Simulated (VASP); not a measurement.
**W: relaxation of cell and atoms with PBE**

W:

```xyz
2
Lattice="2.7544 0.0000 0.0000 -1.3772 2.3853 0.0000 0.0000 0.0000 4.8820" Properties=species:S:1:pos:R:3 pbc="T T T"
W     0.0000    1.5902    1.2205
W     1.3772    0.7951    3.6615
```

| Item | Value |
| --- | --- |
| Program | VASP 6.6.1 |
| Task | relaxation of cell and atoms |
| Functional | PBE |
| Potentials or basis | VASP PAW PBE potentials, release 64 (W_sv) |
| Cutoff | 500 eV |
| k mesh | 16 × 16 × 9 |
| Occupations | fermi-dirac, width 0.08 eV |
| Spin | no spin polarisation |
| Target pressure | 8.7 GPa |
| Dipole correction | no |
| Further INCAR settings | ALGO = Normal; EDIFF = 1e-07; IBRION = 2; EDIFFG = -0.005; NSW = 32; ISIF = 3 |

The relaxed volume is 16.07 Å³/atom. The relaxed cell is a = 2.756 Å, b = 2.756 Å, c = 4.884 Å, α = 90.00°, β = 90.00°, γ = 120.00°. The space group after relaxing (to 0.05 Å) is P6_3/mmc (No. 194). The energy change on relaxing (the enthalpy is what falls) is -1.6 meV/atom, the ionic steps are 3 and the pressure after relaxing is 8.7 GPa. The band gap on the k mesh is zero (band 14 reaches 12.23 eV, above the bottom of band 15 at 10.50 eV).

The path:
```
step  energy change (eV)  largest force (eV/Å)  pressure (GPa)  volume (Å³)
   1              0.0000                0.0000            9.29        32.08
   2             -0.0135                0.0000            6.57        32.35
   3             -0.0033                0.0000            8.71        32.13
```

Final structure:
```
CELL_PARAMETERS angstrom
2.75615 0.00000 0.00000
-1.37808 2.38690 0.00000
0.00000 0.00000 4.88443
ATOMIC_POSITIONS crystal
W 0.33333 0.66667 0.25000
W 0.66667 0.33333 0.75000
```

Levels at points of the mesh, in eV from the Fermi level:
| k point | band 11 | band 12 | band 13 | band 14 | band 15 | band 16 | band 17 | band 18 |
| --- | --- | --- | --- | --- | --- | --- | --- | --- |
| (0.00, 0.00, 0.00) | -1.69 | -0.46 | -0.46 | -0.21 | 0.14 | 0.14 | 2.02 | 2.02 |
| (0.50, 0.00, 0.00) | -4.57 | -1.28 | -0.91 | -0.35 | -0.23 | 4.85 | 5.81 | 6.14 |

Wall time 94 s on 1 thread of Intel Xeon 6975P-C, on a shared host, peak memory 0.19 GiB.

Caveat: the cell is relaxed towards a set pressure, so the enthalpy falls and the energy may rise; spin-orbit coupling is left out, which moves the levels of the heavy elements.
